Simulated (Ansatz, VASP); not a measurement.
## MgO in VASP and in Ansatz

Contents of INCAR:

```
PREC     = Accurate       # precision mode
ENCUT    = 520            # plane-wave cutoff, eV
EDIFF    = 1E-6           # SCF threshold, eV
ISMEAR   = 0              # smearing method
SIGMA    = 0.05           # smearing width, eV
LREAL    = F              # projectors in reciprocal space
LASPH    = T              # aspherical terms in the spheres
NELM     = 60             # most SCF steps
ALGO     = Normal         # electronic algorithm
ISIF     = 2              # what is computed and relaxed
LWAVE    = F              # write WAVECAR
LCHARG   = F              # write CHGCAR
GGA      = PE             # functional
NBANDS   = 16             # bands
```

The input KPOINTS:

```
regular mesh
0
Gamma
  9 9 6
```

Contents of POSCAR:

```
MgO
1.0
    3.6035011164      0.0000000000      0.0000000000
   -1.8017505582      3.1207235094      0.0000000000
    0.0000000000      0.0000000000      4.3380789682
Mg O
2 2
Direct
    0.6666666667      0.3333333333      0.7500000000
    0.3333333333      0.6666666667      0.2500000000
    0.6666666667      0.3333333333      0.2500000000
    0.3333333333      0.6666666667      0.7500000000
```

Input for Ansatz:

```yaml
crystal:
  lattice:
    - [3.6035011164, 0.0, 0.0]
    - [-1.8017505582, 3.1207235094, 0.0]
    - [0.0, 0.0, 4.3380789682]
  atoms:
    - { symbol: Mg, position: [0.6666666667, 0.3333333333, 0.75] }
    - { symbol: Mg, position: [0.3333333333, 0.6666666667, 0.25] }
    - { symbol: O, position: [0.6666666667, 0.3333333333, 0.25] }
    - { symbol: O, position: [0.3333333333, 0.6666666667, 0.75] }
basis:
  ecutwfc: 520.0
kpoints:
  mp_grid: { grid: [9, 9, 6] }
hamiltonian:
  xc: pbe
scf:
  occupations: { method: gaussian, width: 0.05 }
output:
  forces: true
  stress: true
  eigenvalues: true
  write_density: true
  write_potential: true
  elf: true
  volumetric_format: npy
```

Alike in both runs: task single point; functional PBE; k mesh 9 × 9 × 6; occupations gaussian, width 0.05 eV; no spin polarisation.

|  | VASP | Ansatz |
| --- | --- | --- |
| version | VASP 6.6.1 | Ansatz 0.2.0 |
| potentials or method | VASP PAW PBE potentials, release 64 (Mg, O), cutoff 520 eV | scalar-relativistic, plane waves, PAW |
| valence electrons in the cell | 16 | 32 |

Ansatz gave:

| Item | Value |
| --- | --- |
| gap on the k mesh at the Fermi level (eV) | 2.93 |
| least direct gap on the mesh (eV) | 2.93 |
| pressure (GPa) | -7.5 |
| traceless stress, the component that is largest in VASP (GPa) | -0.25 |

Q: What did VASP give for the same quantities?

A: gap on the k mesh at the Fermi level (eV): 2.92; least direct gap on the mesh (eV): 2.92; pressure (GPa): -8.0; traceless stress, the component that is largest in VASP (GPa): -0.33.

VASP's potentials hold 16 valence electrons a cell and Ansatz's 32, so a difference there can come from the potentials and not from the codes.
